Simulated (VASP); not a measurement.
Write the native input for VASP 6.6.1 that does the following.

| Quantity | Value |
| --- | --- |
| Task | single point |
| Functional | r2SCAN |
| Potentials or basis | VASP PAW PBE potentials, release 64 (Al, Bi_d, Ga_d) |
| Cutoff | 520 eV |
| k mesh | 6 × 6 × 4 |
| Occupations | fermi-dirac, width 0.02 eV |
| Spin | no spin polarisation |
| Dipole correction | no |
| Further INCAR settings | ALGO = Normal; EDIFF = 1e-07; NBANDS = 31 |

The system is AlGaBi2.

```
Al Bi Ga
1.0
     4.55910    0.00000    0.00000
     0.00000    4.55910    0.00000
     0.00000    0.00000    6.39992
Al Bi Ga
1 2 1
Direct
  0.00000 0.00000 0.00000
  0.00000 0.50000 0.25037
  0.50000 0.00000 0.74963
  0.50000 0.50000 0.50000
```

This cell differs from its parent crystal: volume changed by +3%.

One way to write it, as run:

POSCAR

```
AlGaBi2
1.0
    4.5591013850      0.0000000000      0.0000000000
    0.0000000000      4.5591013850      0.0000000000
    0.0000000000      0.0000000000      6.3999165995
Al Bi Ga
1 2 1
Direct
    0.0000000000      0.0000000000      0.0000000000
    0.0000000000      0.5000000000      0.2503749480
    0.5000000000      0.0000000000      0.7496250520
    0.5000000000      0.5000000000      0.5000000000
```

INCAR.step1

```
SYSTEM = AlGaBi2
PREC = Accurate
ENCUT = 520
ISMEAR = -1
SIGMA = 0.02
LREAL = .False.
LASPH = .True.
NELM = 100
NBANDS = 31
GGA = PE
ALGO = Normal
EDIFF = 1E-4
LWAVE = .True.
LCHARG = .False.
```

INCAR.step2

```
SYSTEM = AlGaBi2
PREC = Accurate
ENCUT = 520
EDIFF = 1E-7
ISMEAR = -1
SIGMA = 0.02
LREAL = .False.
LASPH = .True.
NELM = 100
ALGO = Normal
ISIF = 2
LWAVE = .False.
LCHARG = .False.
METAGGA = R2SCAN
LMIXTAU = .True.
NBANDS = 31
ISTART = 1
```

KPOINTS

```
Automatic mesh
0
Gamma
  6 6 4
  0 0 0
```

Potentials or basis: VASP PAW PBE potentials, release 64 (Al, Bi_d, Ga_d).

The run is started by

```sh
$ cat potpaw_PBE.64/Al/POTCAR potpaw_PBE.64/Bi_d/POTCAR potpaw_PBE.64/Ga_d/POTCAR > POTCAR
$ cp INCAR.step1 INCAR
$ mpirun -np 1 vasp_std > vasp.out
$ cp INCAR.step2 INCAR
$ mpirun -np 1 vasp_std > vasp.out
```

It gave:

* Pressure: -1.3 GPa
* Largest force: 0.020 eV/Å
* Band gap on the k mesh: zero (band 23 reaches 4.09 eV, above the bottom of band 24 at 3.98 eV)

Caveat: the PAW data sets were made with another functional, which shifts forces and pressure a little; spin-orbit coupling is left out, which moves the levels of the heavy elements.

Wall time 4.6 min on 1 thread of Intel(R) Xeon(R) Platinum 8488C (Sapphire Rapids), on a shared host, peak memory 0.32 GiB.
